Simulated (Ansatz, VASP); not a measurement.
**Bi: VASP beside Ansatz**

INCAR

```
PREC = Accurate
ENCUT = 520
EDIFF = 1E-7
ISMEAR = -1
SIGMA = 0.05
LREAL = False
LASPH = True
NELM = 80
ALGO = Normal
ISIF = 2
LWAVE = False
LCHARG = False
GGA = CA
NBANDS = 22
```

File KPOINTS:

```
regular mesh
0
Gamma
  8 8 4
```

File POSCAR:

```
Bi
1.0
    3.1722683854      0.0000000000      0.0000000000
    0.0000000000      3.1558770435      0.0000000000
   -0.0788124821      0.0000000000      6.3123439430
Bi
2
Direct
    0.5442472500      0.0000000000      0.7495778900
    0.4557527500      0.0000000000      0.2504221100
```

input.yaml

```yaml
crystal:
  lattice:
    - [3.1722683854, 0.0, 0.0]
    - [0.0, 3.1558770435, 0.0]
    - [-0.0788124821, 0.0, 6.312343943]
  atoms:
    - { symbol: Bi, position: [0.54424725, 0.0, 0.74957789] }
    - { symbol: Bi, position: [0.45575275, 0.0, 0.25042211] }
kpoints:
  mp_grid: { grid: [8, 8, 4] }
scf:
  occupations: { method: fermi_dirac, width: 0.05 }
hamiltonian:
  xc: lda
  pseudopotentials: { kind: all_electron, lapw: { basis_error: 0.001 } }
output:
  forces: true
  stress: true
  eigenvalues: true
```

Change from the starting cell: volume scaled by 0.94.

Alike in both runs: task single point; functional LDA; k mesh 8 × 8 × 4; occupations fermi-dirac, width 0.05 eV; no spin polarisation.

|  | VASP | Ansatz |
| --- | --- | --- |
| version | VASP 6.6.1 | Ansatz 0.2.0 |
| potentials or method | VASP PAW LDA potentials, release 64 (Bi_d), cutoff 520 eV | all-electron LAPW, scalar-relativistic |

VASP gave:

```
gap on the k mesh at the Fermi level (eV)                     : none
pressure (GPa)                                                : 1.9
traceless stress, the component that is largest in VASP (GPa) : 0.68
rms of the force components (eV/Å)                            : 0.006
```

Question: Which values does Ansatz return?

Answer: gap on the k mesh at the Fermi level (eV): none; pressure (GPa): 1.8; traceless stress, the component that is largest in VASP (GPa): 0.68; rms of the force components (eV/Å): 0.006.

LDA's correlation is that of Perdew and Zunger in VASP and of Perdew and Wang (1992) in Ansatz. Atom by atom the forces differ by 0.001 eV/Å (rms over components). A gap of «none» marks a metal or a gap that the smearing closes. Ansatz ran all-electron here, and VASP with PAW potentials.

Spin-orbit coupling is off throughout.
